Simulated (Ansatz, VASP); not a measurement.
**Pb: VASP beside Ansatz**

POSCAR

```
Pb
1.0
    0.0000000000      2.4750200000      2.4750200000
    2.4750200000      0.0000000000      2.4750200000
    2.4750200000      2.4750200000      0.0000000000
Pb
1
Direct
    0.0000000000      0.0000000000      0.0000000000
```

The input INCAR.step1:

```
PREC = Accurate
ENCUT = 520
ISMEAR = -1
SIGMA = 0.05
LREAL = F
LASPH = T
NELM = 80
NBANDS = 13
GGA = PE
ALGO = Normal
EDIFF = 1E-4
LWAVE = T
LCHARG = F
```

The input INCAR.step2:

```
PREC = Accurate
ENCUT = 520
EDIFF = 1E-6
ISMEAR = -1
SIGMA = 0.05
LREAL = F
LASPH = T
NELM = 80
ALGO = Normal
ISIF = 2
LWAVE = F
LCHARG = T
METAGGA = R2SCAN
LMIXTAU = T
IVDW = 13
VDW_S6 = 1.0
VDW_S8 = 0.6018749
VDW_A1 = 0.51559235
VDW_A2 = 5.77342911
LELF = T
LVHAR = T
NBANDS = 13
ISTART = 1
```

KPOINTS

```
regular mesh
0
Gamma
  9 9 9
```

Contents of input.yaml:

```yaml
crystal:
  lattice:
    - [0.0, 2.47502, 2.47502]
    - [2.47502, 0.0, 2.47502]
    - [2.47502, 2.47502, 0.0]
  atoms:
    - { symbol: Pb, position: [0.0, 0.0, 0.0] }
hamiltonian:
  xc: r2scan
  pseudopotentials: { kind: paw }
  dispersion: d4
kpoints:
  mp_grid: { grid: [9, 9, 9] }
scf:
  occupations: { method: fermi_dirac, width: 0.05 }
output:
  forces: true
  stress: true
  eigenvalues: true
```

Alike in both runs: task single point; functional r2SCAN; dispersion D4; k mesh 9 × 9 × 9; occupations fermi-dirac, width 0.05 eV; no spin polarisation.

|  | VASP | Ansatz |
| --- | --- | --- |
| version | VASP 6.6.1 | Ansatz 0.2.0 |
| potentials or method | VASP PAW PBE potentials, release 64 (Pb_d) | Ansatz PAW |
| plane-wave cutoff (eV) | 520 | 500 |
| valence electrons in the cell | 14 | 14 |

|  | VASP | Ansatz | Ansatz less VASP |
| --- | --- | --- | --- |
| gap on the k mesh at the Fermi level (eV) | none | none | - |
| pressure (GPa) | 0.4 | 0.4 | +0.01 |

VASP's potentials were made for PBE, not for r2SCAN. A gap of «none» marks a metal or a gap that the smearing closes.

Spin-orbit coupling is off throughout.
